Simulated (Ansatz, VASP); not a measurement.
# P in VASP and in Ansatz

Contents of INCAR:

```
PREC     = Accurate       # precision mode
ENCUT    = 520            # plane-wave cutoff, eV
EDIFF    = 1E-6           # SCF threshold, eV
ISMEAR   = -1             # smearing method
SIGMA    = 0.05           # smearing width, eV
LREAL    = False          # projectors in reciprocal space
LASPH    = True           # aspherical terms in the spheres
NELM     = 100            # most SCF steps
ALGO     = Normal         # electronic algorithm
ISIF     = 2              # what is computed and relaxed
LWAVE    = False          # write WAVECAR
LCHARG   = False          # write CHGCAR
GGA      = PS             # functional
NBANDS   = 12             # bands
```

The input KPOINTS:

```
Automatic mesh
0
Gamma
  11 11 11
```

Contents of POSCAR:

```
P
1.0
    1.7257251780      0.9963478961      3.1296800121
   -1.7257251780      0.9963478961      3.1296800121
    0.0000000000     -1.9926957921      3.1296800121
P
2
Direct
    0.1725809900      0.1725809900      0.2925809900
    0.8274190100      0.8274190100      0.7074190100
```

Input for Ansatz:

```yaml
crystal:
  lattice:
    - [1.725725178, 0.9963478961, 3.1296800121]
    - [-1.725725178, 0.9963478961, 3.1296800121]
    - [0.0, -1.9926957921, 3.1296800121]
  atoms:
    - { symbol: P, position: [0.17258099, 0.17258099, 0.29258099] }
    - { symbol: P, position: [0.82741901, 0.82741901, 0.70741901] }
kpoints:
  mp_grid: { grid: [11, 11, 11] }
scf:
  occupations: { method: fermi_dirac, width: 0.05 }
hamiltonian:
  xc: pbesol
  pseudopotentials: { kind: paw }
output:
  forces: true
  stress: true
  eigenvalues: true
  populations: true
```

Change from the starting cell: shortest bond scaled by 0.76, PAW files.

Alike in both runs: task single point; functional PBEsol; k mesh 11 × 11 × 11; occupations fermi-dirac, width 0.05 eV; no spin polarisation.

|  | VASP | Ansatz |
| --- | --- | --- |
| version | VASP 6.6.1 | Ansatz 0.2.0 |
| potentials or method | VASP PAW PBE potentials, release 64 (P) | PAW with Ansatz's default frozen-core files, scalar-relativistic |
| plane-wave cutoff (eV) | 520 | 420 |
| valence electrons in the cell | 10 | 10 |

Ansatz gave:

- pressure (GPa): 35.6
- traceless stress, the component that is largest in VASP (GPa): 44.24
- rms of the force components (eV/Å): 7.224

Problem. What did VASP give for the same quantities?

Solution. Pressure (GPa): 35.1; traceless stress, the component that is largest in VASP (GPa): 43.57; rms of the force components (eV/Å): 7.136.

VASP's potentials were made for PBE, not for PBEsol. Atom by atom the forces differ by 0.088 eV/Å (rms over components). Both programs put the cell under a high pressure, so it lies far from rest at this level.
